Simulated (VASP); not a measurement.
Crystal: FeO.

```
Fe O
1.0
     0.00000    2.15540    2.15540
     2.15540    0.00000    2.15540
     2.15540    2.15540    0.00000
Fe O
1 1
Cartesian
  0.0000 0.0000 0.0000
  2.1554 2.1554 2.1554
```

- Program: VASP 6.6.1
- Task: relaxation of cell and atoms
- Functional: RPBE
- Potentials or basis: VASP PAW PBE potentials, release 64 (Fe, O)
- Cutoff: 600 eV
- k mesh: 11 × 11 × 11
- Occupations: fermi-dirac, width 0.05 eV
- Spin: collinear spin, ferromagnetic start
- Starting moments: [3.0, 0.0] μB

At the start: pressure 5.2 GPa; volume 10.01 Å³/atom.

Q: How do energy, volume and symmetry change on relaxing?

A: Over 3 steps the energy falls by 4.6 meV/atom and the volume is 10.31 Å³/atom (+2.9 %); space group Fm-3m (No. 225, to 0.1 Å) before and after; moment 4.00 μB per cell.

The path:
```tsv
step	energy change (eV)	largest force (eV/Å)	pressure (GPa)	volume (Å³)
1	0.0000	0.0000	5.17	20.03
2	-0.0060	0.0000	-2.82	20.98
3	-0.0093	0.0000	-0.02	20.62
```

Final structure:
```cif
data_structure
_symmetry_space_group_name_H-M 'P 1'
_symmetry_Int_Tables_number 1
_cell_length_a 3.0778
_cell_length_b 3.0778
_cell_length_c 3.0778
_cell_angle_alpha 60.000
_cell_angle_beta 60.000
_cell_angle_gamma 60.000
_cell_volume 20.62
loop_
_atom_site_label
_atom_site_type_symbol
_atom_site_fract_x
_atom_site_fract_y
_atom_site_fract_z
_atom_site_occupancy
Fe1 Fe 0.00000 0.00000 0.00000 1
O1 O 0.50000 0.50000 0.50000 1
```

Caveat: the PAW data sets were made with another functional, which shifts forces and pressure a little; a cell with one magnetic atom can't hold antiferromagnetic order, which such compounds often take.
